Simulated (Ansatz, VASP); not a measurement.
**Two plane-wave programs on ZnS**

```
Zn S
1.0
     0.01549    2.69409    2.69409
     2.69409    0.01549    2.69409
     2.70958    2.70958    0.00000
Zn S
1 1
Direct
  0.00103 0.00103 0.99897
  0.24897 0.24897 0.25103
```

Change from the starting cell: shear_xy strain +1.1%.

Alike in both runs: task single point; functional r2SCAN; k mesh 8 × 8 × 8; no spin polarisation.

```csv
,VASP,Ansatz
version,VASP 6.6.1,Ansatz 0.2.0
potentials or method,"VASP PAW PBE potentials, release 64 (Zn, S)","plane waves, PAW"
plane-wave cutoff (eV),520,500
occupations,"gaussian, width 0.01 eV",fixed
valence electrons in the cell,18,18
```

Ansatz gave:

| Property | Result |
| --- | --- |
| gap on the k mesh at the Fermi level (eV) | 2.67 |
| pressure (GPa) | 0.0 |
| traceless stress, the component that is largest in VASP (GPa) | -0.58 |

Question: What did VASP give for the same quantities?

Answer: gap on the k mesh at the Fermi level (eV): 2.68; pressure (GPa): 0.1; traceless stress, the component that is largest in VASP (GPa): -0.58.

VASP's potentials were made for PBE, not for r2SCAN.
